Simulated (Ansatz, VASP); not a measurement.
## In2S: VASP beside Ansatz

```
In S
1.0
     4.11841    0.00000    0.00000
     0.00000    4.11841    0.00000
     0.00000    0.00000    5.82431
In S
2 1
Direct
  0.50000 0.00000 0.75000
  0.00000 0.50000 0.25000
  0.00000 0.00000 0.00000
```

Change from the starting cell: ordered vacancies on the anion sites of zinc blende (P-4m2, No. 115).

Alike in both runs: task single point; functional PBE; k mesh 4 × 4 × 4; occupations gaussian, width 0.1 eV; no spin polarisation.

|  | VASP | Ansatz |
| --- | --- | --- |
| version | VASP 6.6.1 | Ansatz 0.2.0 |
| potentials or method | VASP PAW PBE potentials, release 64 (In_d, S), cutoff 520 eV | scalar-relativistic, plane waves, PAW |
| valence electrons in the cell | 32 | 32 |

|  | VASP | Ansatz | Ansatz less VASP |
| --- | --- | --- | --- |
| gap on the k mesh at the Fermi level (eV) | none | none | - |
| pressure (GPa) | 5.2 | 5.2 | +0.01 |
| traceless stress, the component that is largest in VASP (GPa) | 1.77 | 1.76 | -0.005 |
| rms of the force components (eV/Å) | 1.014 | 1.009 | -0.0051 |

Atom by atom the forces differ by 0.005 eV/Å (rms over components). A gap of «none» marks a metal or a gap that the smearing closes. With one functional, cell and mesh, what is left measures potentials, basis and numerics.

The k mesh is coarse, so the values compare programs but aren't converged.
